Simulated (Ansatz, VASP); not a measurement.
**Ti in VASP and in Ansatz**

Contents of INCAR:

```
ALGO = Fast ; EDIFF = 1E-6
ENCUT = 520 ; GGA = PS
ISIF = 2 ; ISMEAR = 0
LASPH = True ; LCHARG = False
LREAL = False ; LWAVE = False
NBANDS = 25 ; NELM = 80
PREC = Accurate ; SIGMA = 0.15
```

The input KPOINTS:

```
k-points
0
Gamma
  12 12 18
```

Contents of POSCAR:

```
Ti
1.0
    4.1371811392      0.0000000000      0.0000000000
   -2.0685905696      3.5829039666      0.0000000000
    0.0000000000      0.0000000000      3.3337506593
Ti
3
Direct
    0.0000000000      0.0000000000      0.0000000000
    0.3333333333      0.6666666667      0.5000000000
    0.6666666667      0.3333333333      0.5000000000
```

Input for Ansatz:

```yaml
crystal:
  lattice:
    - [4.1371811392, 0.0, 0.0]
    - [-2.0685905696, 3.5829039666, 0.0]
    - [0.0, 0.0, 3.3337506593]
  atoms:
    - { symbol: Ti, position: [0.0, 0.0, 0.0] }
    - { symbol: Ti, position: [0.3333333333, 0.6666666667, 0.5] }
    - { symbol: Ti, position: [0.6666666667, 0.3333333333, 0.5] }
basis:
  ecutwfc: 420
kpoints:
  mp_grid: { grid: [12, 12, 18] }
hamiltonian:
  xc: pbesol
scf:
  occupations: { method: gaussian, width: 0.15 }
output:
  forces: true
  stress: true
  eigenvalues: true
  write_density: true
  write_potential: true
  elf: true
  volumetric_format: npy
```

Alike in both runs: task single point; functional PBEsol; k mesh 12 × 12 × 18; occupations gaussian, width 0.15 eV; no spin polarisation.

|  | VASP | Ansatz |
| --- | --- | --- |
| version | VASP 6.6.1 | Ansatz 0.2.0 |
| potentials or method | VASP PAW PBE potentials, release 64 (Ti_sv), cutoff 520 eV | scalar-relativistic, plane waves, PAW |
| valence electrons in the cell | 36 | 36 |

Ansatz gave:

```
gap on the k mesh at the Fermi level (eV)                     : none
pressure (GPa)                                                : 0.6
traceless stress, the component that is largest in VASP (GPa) : -16.27
```

**Question.** What did VASP give for the same quantities?

**Answer.** gap on the k mesh at the Fermi level (eV): none; pressure (GPa): 0.4; traceless stress, the component that is largest in VASP (GPa): -16.28.

VASP's potentials were made for PBE, not for PBEsol. A gap of «none» marks a metal or a gap that the smearing closes. The functional is the same, so the differences come from potentials, cutoffs and numerics.
